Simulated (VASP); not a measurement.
Crystal: PbO.

```
CELL_PARAMETERS angstrom
0.00000 2.60652 2.60652
2.60652 0.00000 2.60652
2.60652 2.60652 0.00000
ATOMIC_POSITIONS crystal
Pb 0.00000 0.00000 0.00000
O 0.50000 0.50000 0.50000
```

Base run:

```yaml
Program: VASP 6.6.1
Functional: r2SCAN
Potentials_or_basis: VASP PAW PBE potentials, release 64 (Pb_d, O)
Cutoff: 520 eV
k_mesh: 6 × 6 × 6
Occupations: gaussian, width 0.01 eV
Spin: no spin polarisation
```

Its results: band gap on the k mesh 0.31 eV, direct; pressure 0.0 GPa.

The run is repeated on the same cell with these changes: functional from r2SCAN to HSE06; k mesh from 6 × 6 × 6 to 4 × 4 × 4. What comes out?

Band gap on the k mesh 0.15 eV, direct; pressure -1.6 GPa.

Several settings changed at once, so the effect can't be laid on one alone.

Caveats: some runs use coarse meshes; the PAW data sets were made with another functional, which shifts forces and pressure a little; spin-orbit coupling is left out, which moves the levels of the heavy elements.

A k mesh can miss the band edges.
